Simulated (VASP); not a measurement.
Write the native input for VASP 6.6.1 that does the following.

- Task: single point
- Functional: LDA
- Potentials or basis: VASP PAW LDA potentials, release 64 (Hf_pv)
- Cutoff: 500 eV
- k mesh: 6 × 6 × 4
- Occupations: gaussian, width 0.1 eV
- Spin: no spin polarisation
- Dipole correction: no
- Further INCAR settings: ALGO = Normal; EDIFF = 1e-06; NBANDS = 17

The structure of Hf lies in POSCAR:

```
Hf
1.0
    3.1966985242      0.0000000000      0.0000000000
   -1.5983492621      2.7684221302      0.0000000000
    0.0000000000      0.0000000000      5.0578000000
Hf
2
Direct
    0.3333333333      0.6666666667      0.2500000000
    0.6666666667      0.3333333333      0.7500000000
```

One way to write it, as run:

INCAR

```
PREC = Accurate ; ENCUT = 500
EDIFF = 1E-6 ; ISMEAR = 0
SIGMA = 0.1 ; LREAL = F
LASPH = T ; NELM = 120
ALGO = Normal ; ISIF = 2
LWAVE = F ; LCHARG = F
NBANDS = 17 ; GGA_COMPAT = F
```

KPOINTS

```
Automatic mesh
0
Gamma
  6 6 4
```

Potentials or basis: VASP PAW LDA potentials, release 64 (Hf_pv).

The run is started by

```console
$ cat potpaw_LDA.64/Hf_pv/POTCAR > POTCAR
$ mpirun -np 1 vasp_std > vasp.out
```

Results of the run:

| Quantity | Value |
| --- | --- |
| Pressure | -7.6 GPa |
| Band gap on the k mesh | zero (band 10 reaches 5.90 eV, above the bottom of band 11 at 4.64 eV) |

Caveat: the k points lie up to 0.38 Å⁻¹ apart; spin-orbit coupling is left out, which moves the levels of the heavy elements.

Run time: 17 s on 1 thread of AMD EPYC 7R43 64-Core Processor (Zen 3) (shared host), peak memory 0.1 GiB.
